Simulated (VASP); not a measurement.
# Ti3Al (P-6m2) in VASP: notebook

Ti3Al is run at these levels: PBEsol+D3(BJ), PBEsol+D4, PBEsol; tasks: single point.

All numbers are computed with VASP 6.6.1; they aren't measurements. Logs are shortened: lines on timing, memory, paths and dates and some standing lists are left out, and cuts for length are marked.

**1. The cell of the first run**

The structure is hexagonal, space group P-6m2 (No. 187). The conventional cell has a = 2.857 Å, b = 2.857 Å, c = 9.052 Å, α = 90.00°, β = 90.00°, γ = 120.00°. Ti (site symmetry 3m) has 9 Ti at 2.79 to 2.86 Å and 3 Al at 2.81 Å within 3.7 Å. Within 3.7 Å of Ti (site symmetry -6m2) lie 12 Ti at 2.79 to 2.86 Å. Al (site symmetry -6m2) has 6 Ti at 2.81 Å and 6 Al at 2.86 Å within 3.7 Å.

**2. Single point, PBEsol+D3(BJ)**

File INCAR:

```
SYSTEM = Ti3Al
  PREC = Accurate
  ENCUT = 520
  EDIFF = 1E-6
  ISMEAR = -1
  SIGMA = 0.05
  LREAL = .False.
  LASPH = .True.
  NELM = 80
  ALGO = Fast
  ISIF = 2
  LWAVE = .False.
  LCHARG = .False.
  GGA = PS
  IVDW = 12
  NBANDS = 28
```

File KPOINTS:

```
Automatic mesh
0
Gamma
  10 10 3
  0 0 0
```

File POSCAR:

```
Ti3Al
1.0
    2.8567694629      0.0000000000      0.0000000000
   -1.4283847314      2.4740349276      0.0000000000
    0.0000000000      0.0000000000      9.0518625867
Ti Al
3 1
Direct
    0.3333333333      0.6666666667      0.2490200758
    0.3333333333      0.6666666667      0.7509799242
    0.6666666667      0.3333333333      0.0000000000
    0.6666666667      0.3333333333      0.5000000000
```

Potentials or basis: VASP PAW PBE potentials, release 64 (Ti_sv, Al).

On the command line:

```console
> cat potpaw_PBE.64/Ti_sv/POTCAR potpaw_PBE.64/Al/POTCAR > POTCAR
> mpirun -np 1 vasp_std > vasp.out
```

OUTCAR:

```text
SYSTEM = Ti3Al
   PREC = Accurate
   ENCUT = 520
   EDIFF = 1E-6
   ISMEAR = -1
   LREAL = .False.
   LASPH = .True.
   NELM = 80
   ISIF = 2
   GGA = PS
   IVDW = 12
 IVDW          = 12

 ion  position               nearest neighbor table
   1  0.333  0.667  0.249-   3 2.79   3 2.79   3 2.79   4 2.81   4 2.81   4 2.81
   2  0.333  0.667  0.751-   3 2.79   3 2.79   3 2.79   4 2.81   4 2.81   4 2.81
   3  0.667  0.333  0.000-   1 2.79   2 2.79   1 2.79   2 2.79   1 2.79   2 2.79
   4  0.667  0.333  0.500-   1 2.81   2 2.81   1 2.81   2 2.81   1 2.81   2 2.81

  LATTYP: Found a hexagonal cell.
 ALAT       =     2.8567694629
 C/A-ratio  =     3.1685659989

  Lattice vectors:

 A1 = (   2.8567694629,   0.0000000000,   0.0000000000)
 A2 = (  -1.4283847314,   2.4740349276,   0.0000000000)
 A3 = (   0.0000000000,   0.0000000000,   9.0518625867)

Analysis of symmetry for initial positions (statically):
=====================================================================
 Subroutine PRICEL returns:
 Original cell was already a primitive cell.

 Routine SETGRP: Setting up the symmetry group for a
 hexagonal supercell.

 Subroutine GETGRP returns: Found 12 space group operations
 (whereof 12 operations were pure point group operations)
 out of a pool of 24 trial point group operations.

The static configuration has the point symmetry D_3h.

Analysis of symmetry for dynamics (positions and initial velocities):
=====================================================================
 Subroutine PRICEL returns:
 Original cell was already a primitive cell.

 Routine SETGRP: Setting up the symmetry group for a
 hexagonal supercell.

 Subroutine GETGRP returns: Found 12 space group operations
 (whereof 12 operations were pure point group operations)
 out of a pool of 24 trial point group operations.

The dynamic configuration has the point symmetry D_3h.

 Subroutine INISYM returns: Found 12 space group operations
 (whereof 12 operations are pure point group operations),
 and found     1 'primitive' translations

----------------------------------------------------------------------------------------

                                     Primitive cell

  volume of cell :      63.9763

[... 89 lines left out ...]
   LASPH  =      T    aspherical Exc in radial PAW
   ENCUT  =  520.0 eV  38.22 Ry    6.18 a.u.   5.31  5.31 16.83*2*pi/ulx,y,z
   NELM   =     80;   NELMIN=  2; NELMDL= -5     # of ELM steps
   EDIFF  = 0.1E-05   stopping-criterion for ELM
   LREAL  =      F    real-space projection
   EDIFFG = 0.1E-04   stopping-criterion for IOM
   NSW    =      0    number of steps for IOM
   IBRION =     -1    ionic relax: 0-MD 1-quasi-New 2-CG
   NFREE  =      0    steps in history (QN), initial steepest desc. (CG)
   ISIF   =      2    stress and relaxation
   ISYM   =      2    0-nonsym 1-usesym 2-fastsym
   POTIM  = 0.5000    time-step for ionic-motion
   TEBEG  =    0.0;   TEEND  =   0.0 temperature during run
   PSTRESS=    0.0 pullay stress
   NELECT =      39.0000    total number of electrons
   NUPDOWN=      -1.0000    fix difference up-down
   EMIN   =  10.00;   EMAX   =-10.00  energy-range for DOS
   EFERMI =   0.00;   METHOD = LEGACY
   ISMEAR =    -1;   SIGMA  =   0.05  broadening in eV -4-tet -1-fermi 0-gaus
   EFERMI_NEDOS =   21; number of points for ismear=-14 and -15
   IALGO  =     68    algorithm
   IMIX   =      4    mixing-type and parameters
     AMIX     =   0.40;   BMIX     =  1.00
     AMIX_MAG =   1.60;   BMIX_MAG =  1.00
  volume/ion in A,a.u.               =      15.99       107.93
  Fermi-wavevector in a.u.,A,eV,Ry     =   1.388108  2.623144 26.216316  1.926845
  Thomas-Fermi vector in A             =   2.512266
   LORBIT       =      0    0 simple, 1 ext, 2 COOP (PROOUT), +10 PAW based schemes
   GGA     = PS    functional components
   LHFCALC =     F    Hartree Fock is set to
   AEXX    =    0.0000 exact exchange contribution
   IVDW    =    12    specifies the selected vdW correction
   LEPSILON=     F    determine dielectric tensor
   LRPA    =     F    only Hartree local field effects (RPA)
 non-spin polarized calculation
 RMM-DIIS sequential band-by-band and
  energy-cutoff  :      520.00
  volume of cell :       63.98
 maximum number of plane-waves:      1745
 NGX is ok and might be reduce to    24
   NGX = 11   NGY = 11   NGZ = 33

 number of electron      39.0000008 magnetization

 Free energy of the ion-electron system (eV)
  ---------------------------------------------------
  ext. energy  EPLUGINS =         0.00000000
  ---------------------------------------------------
  free energy    TOTEN  =       -29.60707295 eV

  energy without entropy =      -29.58004515  energy(sigma->0) =      -29.59355905

 E-fermi :   8.6022     XC(G=0): -11.6242

 val. band max:        8.5489584070   @ k =   0.2000   0.2000   0.3333
 cond. band min:       8.6203385768   @ k =   0.2000   0.0000   0.0000
 fundamental gap:      0.0713801697
 Fermi energy:         8.6021868052

 k-point     1 :       0.0000    0.0000    0.0000
  band No.  band energies     occupation
      1     -47.7774      2.00000
      2     -47.7086      2.00000
      3     -47.6368      2.00000
      4     -24.4631      2.00000
      5     -24.1461      2.00000
      6     -23.7912      2.00000
[... 733 lines left out ...]
     27      12.0039      0.00000
     28      12.4021      0.00000

 [... further k-points ...]

------------------------ aborting loop because EDIFF is reached ----------------------------------------

 Edisp (eV)   -2.24073

 E8    (eV) :    -1.5568

  FORCE on cell =-STRESS in cart. coord.  units (eV):
  Direction    XX          YY          ZZ          XY          YZ          ZX
  --------------------------------------------------------------------------------------
  -------------------------------------------------------------------------------------
  Total      -0.57192    -0.57192    -0.54939    -0.00000     0.00000     0.00000
  in kB     -14.32265   -14.32265   -13.75863    -0.00000     0.00000     0.00000
  external pressure =      -14.13 kB  Pullay stress =        0.00 kB

 VOLUME and BASIS-vectors are now :
 -----------------------------------------------------------------------------
  energy-cutoff  :      520.00
  volume of cell :       63.98
      direct lattice vectors                 reciprocal lattice vectors
     2.856769463  0.000000000  0.000000000     0.350045747  0.202099006  0.000000000
    -1.428384731  2.474034928  0.000000000     0.000000000  0.404198012  0.000000000
     0.000000000  0.000000000  9.051862587     0.000000000  0.000000000  0.110474501

 POSITION                                       TOTAL-FORCE (eV/Angst)
 -----------------------------------------------------------------------------------
     -0.00000      1.64936      2.25410         0.000000     -0.000000     -0.012969
     -0.00000      1.64936      6.79777         0.000000      0.000000      0.012969
      1.42838      0.82468      0.00000        -0.000000     -0.000000      0.000000
      1.42838      0.82468      4.52593         0.000000     -0.000000      0.000000
 -----------------------------------------------------------------------------------
    total drift:                                0.000000     -0.000000      0.000000

  FREE ENERGIE OF THE ION-ELECTRON SYSTEM (eV)
  ---------------------------------------------------
  free  energy   TOTEN  =       -31.8478077722 eV

  energy  without entropy=      -31.8207799745  energy(sigma->0) =      -31.83429387
```

OSZICAR:

```text
N       E                     dE             d eps       ncg     rms          rms(c)
DAV:   1     0.469972737435E+03    0.46997E+03   -0.19746E+04  1568   0.165E+03
DAV:   2     0.245283138235E+02   -0.44544E+03   -0.43708E+03  1592   0.497E+02
DAV:   3    -0.280362860323E+02   -0.52565E+02   -0.51283E+02  2740   0.144E+02
[... 35 lines left out ...]
RMM:  39    -0.296070693991E+02   -0.13256E-05   -0.16946E-05  1580   0.147E-02    0.220E-02
RMM:  40    -0.296070706335E+02   -0.12344E-05   -0.15441E-05  1496   0.136E-02    0.223E-02
RMM:  41    -0.296070715238E+02   -0.89025E-06   -0.11803E-05  1492   0.128E-02    0.226E-02
RMM:  42    -0.296070722861E+02   -0.76232E-06   -0.11113E-05  1509   0.122E-02    0.224E-02
RMM:  43    -0.296070729454E+02   -0.65929E-06   -0.85917E-06  1390   0.113E-02
   1 F= -.31847808E+02 E0= -.31834294E+02  d E =-.270278E-01
```

stdout:

```text
POSCAR found type information on POSCAR TiAl
 POSCAR found :  2 types and       4 ions
 scaLAPACK will be used
 -----------------------------------------------------------------------------
|                                                                             |
|                                                                             |
|     You enforced a specific xc type in the INCAR file but a different       |
|     I HOPE YOU KNOW WHAT YOU ARE DOING!                                     |
|                                                                             |
 -----------------------------------------------------------------------------

 LDA part: xc-table for (Slater+PW92), standard interpolation
 POSCAR, INCAR and KPOINTS ok, starting setup
 FFT: planning ... GRIDC
 FFT: planning ... GRID_SOFT
 FFT: planning ... GRID
 WAVECAR not read
 entering main loop
WARNING in EDDRMM: call to ZHEGV failed, returncode =   8  4     25
WARNING in EDDRMM: call to ZHEGV failed, returncode =   6  3      4
WARNING in EDDRMM: call to ZHEGV failed, returncode =   6  3      8
WARNING in EDDRMM: call to ZHEGV failed, returncode =   6  3     20
WARNING in EDDRMM: call to ZHEGV failed, returncode =   8  4     15
```

It took 5.2 min on 1 thread of AMD EPYC 7R43 (Zen 3), shared host; peak memory 0.18 GiB.

Results:

```
Free energy                : -31.8478 eV
Pressure                   : -1.4 GPa
Largest force              : 0.013 eV/Å
Dispersion energy per atom : -0.560 eV
```

Forces in eV/Å, atoms in the order of the input:
```
Ti   0.000  0.000 -0.013
Ti   0.000  0.000  0.013
Ti   0.000  0.000  0.000
Al   0.000  0.000  0.000
```

Levels at points of the mesh, in eV from the Fermi level:
```tsv
k point	band 18	band 19	band 20	band 21	band 22	band 23
(0.00, 0.00, 0.00)	0.56	0.75	0.87	0.87	0.97	0.97
(0.50, 0.00, 0.00)	-1.35	-0.68	-0.34	0.96	1.12	1.24
```

Caveat: three body term missing; the PAW data sets were made with another functional, which shifts forces and pressure a little; pairwise dispersion overbinds metals, which lowers pressure and volume.

**3. Single point, PBEsol+D4**

This run uses another cell than the first one, of 16.41 Å³/atom, 1.026 times its volume.

File INCAR:

```
PREC = Accurate
ENCUT = 520
EDIFF = 1E-6
ISMEAR = -1
SIGMA = 0.05
LREAL = F
LASPH = T
NELM = 80
ALGO = Normal
ISIF = 2
LWAVE = F
LCHARG = T
GGA = PS
IVDW = 13
LELF = T
LVHAR = T
NBANDS = 28
```

File KPOINTS:

```
regular mesh
0
Gamma
  10 10 3
```

File POSCAR:

```
Ti3Al
1.0
    2.8837362212      0.0000000000      0.0000000000
   -1.4418681106      2.4973888254      0.0000000000
    0.0000000000      0.0000000000      9.1159712091
Ti Al
3 1
Direct
    0.3333333333      0.6666666667      0.2488278252
    0.3333333333      0.6666666667      0.7511721748
    0.6666666667      0.3333333333      0.0000000000
    0.6666666667      0.3333333333      0.5000000000
```

Potentials or basis: VASP PAW PBE potentials, release 64 (Ti_sv, Al).

On the command line:

```console
> cat potpaw_PBE.64/Ti_sv/POTCAR potpaw_PBE.64/Al/POTCAR > POTCAR
> mpirun -np 1 vasp_std > vasp.out
```

Wall time 1.8 min (1 thread of AMD EPYC 7R43 (Zen 3), shared host); peak memory 0.17 GiB.

It converged, with:

* Free energy: -30.2036 eV
* Pressure: -0.2 GPa
* Largest force: 0.014 eV/Å
* Dispersion energy per atom: -0.142 eV

Forces in eV/Å, atoms in the order of the input:
```
Ti   0.000  0.000 -0.014
Ti   0.000  0.000  0.014
Ti   0.000  0.000  0.000
Al   0.000  0.000  0.000
```

Levels at points of the mesh, in eV from the Fermi level:
| k point | band 16 | band 17 | band 18 | band 19 | band 20 | band 21 | band 22 | band 23 | band 24 | band 25 |
| --- | --- | --- | --- | --- | --- | --- | --- | --- | --- | --- |
| (0.00, 0.00, 0.00) | -2.57 | -0.80 | 0.54 | 0.75 | 0.84 | 0.84 | 0.94 | 0.94 | 1.27 | 1.27 |
| (0.50, 0.00, 0.00) | -2.18 | -1.53 | -1.30 | -0.67 | -0.36 | 0.92 | 1.07 | 1.19 | 1.82 | 2.55 |

Caveat: the PAW data sets were made with another functional, which shifts forces and pressure a little; pairwise dispersion overbinds metals, which lowers pressure and volume.

**4. Single point, PBEsol**

This run uses another cell than the first one, of 16.60 Å³/atom, 1.038 times its volume.

File INCAR:

```
PREC     = Accurate       # precision mode
ENCUT    = 520            # plane-wave cutoff, eV
EDIFF    = 1E-6           # SCF threshold, eV
ISMEAR   = -1             # smearing method
SIGMA    = 0.05           # smearing width, eV
LREAL    = F              # projectors in reciprocal space
LASPH    = T              # aspherical terms in the spheres
NELM     = 60             # most SCF steps
ALGO     = Normal         # electronic algorithm
ISIF     = 2              # what is computed and relaxed
LWAVE    = F              # write WAVECAR
LCHARG   = T              # write CHGCAR
GGA      = PS             # functional
LELF     = T              # ELF
LVHAR    = T            
NBANDS   = 28             # bands
```

File KPOINTS:

```
Automatic mesh
0
Gamma
  10 10 3
```

File POSCAR:

```
Ti3Al
1.0
    2.8952284922      0.0000000000      0.0000000000
   -1.4476142461      2.5073414240      0.0000000000
    0.0000000000      0.0000000000      9.1453187036
Ti Al
3 1
Direct
    0.3333333333      0.6666666667      0.2486630252
    0.3333333333      0.6666666667      0.7513369748
    0.6666666667      0.3333333333      0.0000000000
    0.6666666667      0.3333333333      0.5000000000
```

On the command line:

```console
> cat potpaw_PBE.64/Ti_sv/POTCAR potpaw_PBE.64/Al/POTCAR > POTCAR
> mpirun -np 1 vasp_std > vasp.out
```

Wall time 91 s (1 thread of AMD EPYC 7R43 (Zen 3), shared host); peak memory 0.17 GiB.

It converged, with:

```yaml
Free_energy: -29.6388 eV
Pressure: -0.2 GPa
Largest_force: 0.014 eV/Å
```

Forces in eV/Å, atoms in the order of the input:
```
Ti   0.000  0.000 -0.014
Ti   0.000  0.000  0.014
Ti   0.000  0.000  0.000
Al   0.000  0.000  0.000
```

Levels at points of the mesh, in eV from the Fermi level:
| k point | band 18 | band 19 | band 20 | band 21 | band 22 | band 23 |
| --- | --- | --- | --- | --- | --- | --- |
| (0.00, 0.00, 0.00) | 0.53 | 0.76 | 0.83 | 0.83 | 0.93 | 0.93 |
| (0.50, 0.00, 0.00) | -1.28 | -0.66 | -0.37 | 0.91 | 1.05 | 1.18 |

Caveat: the PAW data sets were made with another functional, which shifts forces and pressure a little.

[end of part 1 of 2]
